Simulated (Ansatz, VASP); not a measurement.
**Two plane-wave programs on Re**

Contents of INCAR:

```
PREC = Accurate
ENCUT = 520
EDIFF = 1E-6
ISMEAR = -1
SIGMA = 0.1
LREAL = False
LASPH = True
NELM = 60
ALGO = Normal
ISIF = 2
LWAVE = False
LCHARG = False
GGA = CA
NBANDS = 10
```

KPOINTS

```
Automatic mesh
0
Gamma
  16 16 16
```

The input POSCAR:

```
Re
1.0
   -1.5549495953      1.5549495953      1.5549495953
    1.5549495953     -1.5549495953      1.5549495953
    1.5549495953      1.5549495953     -1.5549495953
Re
1
Direct
    0.0000000000      0.0000000000      0.0000000000
```

Input for Ansatz:

```yaml
crystal:
  lattice:
    - [-1.5549495953, 1.5549495953, 1.5549495953]
    - [1.5549495953, -1.5549495953, 1.5549495953]
    - [1.5549495953, 1.5549495953, -1.5549495953]
  atoms:
    - { symbol: Re, position: [0.0, 0.0, 0.0] }
hamiltonian:
  xc: lda
  pseudopotentials:
    kind: paw
    azcp:
      Re: "pseudopotentials/Re.paw.azcp"
basis:
  ecutwfc: 420
  fft_grid_basis: typed
kpoints:
  mp_grid: { grid: [16, 16, 16], shift: [0, 0, 0] }
magnetization:
  spin_polarized: false
scf:
  occupations: { method: fermi_dirac, width: 0.1 }
  lower_state_search: "off"
output:
  stress: true
```

Alike in both runs: task single point; functional LDA; k mesh 16 × 16 × 16; occupations fermi-dirac, width 0.1 eV; no spin polarisation.

|  | VASP | Ansatz |
| --- | --- | --- |
| version | VASP 6.6.1 | Ansatz 0.2.0 |
| potentials or method | VASP PAW LDA potentials, release 64 (Re), cutoff 520 eV | plane waves (420 eV) with PAW, scalar-relativistic |
| valence electrons in the cell | 7 | 15 |

```tsv
	VASP	Ansatz	Ansatz less VASP
pressure (GPa)	-12.8	-13.9	-1.02
```

Ansatz warns that its potentials were made for another functional, while VASP's fit it. LDA's correlation is that of Perdew and Zunger in VASP and of Perdew and Wang (1992) in Ansatz. VASP's potentials hold 7 valence electrons a cell and Ansatz's 15, so a difference there can come from the potentials and not from the codes.

Neither program's run includes spin-orbit coupling.
